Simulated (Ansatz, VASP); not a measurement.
## One calculation of ZnIn2, two programs

```
Zn In
1.0
     0.00000    4.31806    4.31806
     4.31806    0.00000    4.31806
     4.31806    4.31806    0.00000
Zn In
2 4
Direct
  0.00000 0.00000 0.00000
  0.25000 0.25000 0.25000
  0.62500 0.62500 0.62500
  0.12500 0.62500 0.62500
  0.62500 0.62500 0.12500
  0.62500 0.12500 0.62500
```

Alike in both runs: functional PBE; k mesh 4 × 4 × 4; occupations gaussian, width 0.1 eV; no spin polarisation.

Ansatz relaxed the structure, and its values are those at the end. VASP's run is a single point on that final structure, the one shown.

```csv
,VASP,Ansatz
version,VASP 6.6.1,Ansatz 0.2.0
potentials or method,"VASP PAW PBE potentials, release 64 (Zn, In_d), cutoff 520 eV","scalar-relativistic, plane waves, PAW"
valence electrons in the cell,76,76
```

```tsv
	VASP	Ansatz	Ansatz less VASP
gap on the k mesh at the Fermi level (eV)	none	none	-
pressure (GPa)	0.3	0.3	+0.02
```

A gap of «none» marks a metal or a gap that the smearing closes.
